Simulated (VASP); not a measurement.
Wanted: the native input for a VASP 6.6.1 run.

* Task: single point
* Functional: RPBE
* Potentials or basis: VASP PAW PBE potentials, release 64 (Mn_pv)
* Cutoff: 520 eV
* k mesh: 15 × 15 × 15
* Occupations: fermi-dirac, width 0.05 eV
* Spin: collinear spin, ferromagnetic start
* Starting moments: [3.0] μB
* Dipole correction: no
* Further INCAR settings: ALGO = Normal; EDIFF = 1e-06; NBANDS = 16

The structure of Mn lies in POSCAR:

```
Mn
1.0
   -1.4081102944      1.4081102944      1.4081102944
    1.4081102944     -1.4081102944      1.4081102944
    1.4081102944      1.4081102944     -1.4081102944
Mn
1
Direct
    0.0000000000      0.0000000000      0.0000000000
```

The input as run:

INCAR

```
ALGO     = Normal         # electronic algorithm
EDIFF    = 1E-6           # SCF threshold, eV
ENCUT    = 520            # plane-wave cutoff, eV
GGA      = RP             # functional
ISIF     = 2              # what is computed and relaxed
ISMEAR   = -1             # smearing method
ISPIN    = 2              # spin polarisation
LASPH    = T              # aspherical terms in the spheres
LCHARG   = F              # write CHGCAR
LMAXMIX  = 4              # l up to which the mixer works
LORBIT   = 11             # projections on sites
LREAL    = F              # projectors in reciprocal space
LWAVE    = F              # write WAVECAR
MAGMOM   = 3              # initial moments
NBANDS   = 16             # bands
NELM     = 150            # most SCF steps
PREC     = Accurate       # precision mode
SIGMA    = 0.05           # smearing width, eV
```

KPOINTS

```
k-points
0
Gamma
  15 15 15
```

Potentials or basis: VASP PAW PBE potentials, release 64 (Mn_pv).

Command:

```bash
$ cat potpaw_PBE.64/Mn_pv/POTCAR > POTCAR
$ mpirun -np 1 vasp_std > vasp.out
```

It gave:

```json
{"Pressure": "0.2 GPa", "Net moment": "0.86 μB per cell", "Site moments": "Mn +0.86 μB", "Valence electrons inside the program's atomic spheres": "Mn 11.89"}
```

Caveat: the PAW data sets were made with another functional, which shifts forces and pressure a little.

It took 16 s on 1 thread of Intel(R) Xeon(R) 6975P-C (Granite Rapids), on a shared host, peak memory 0.14 GiB.
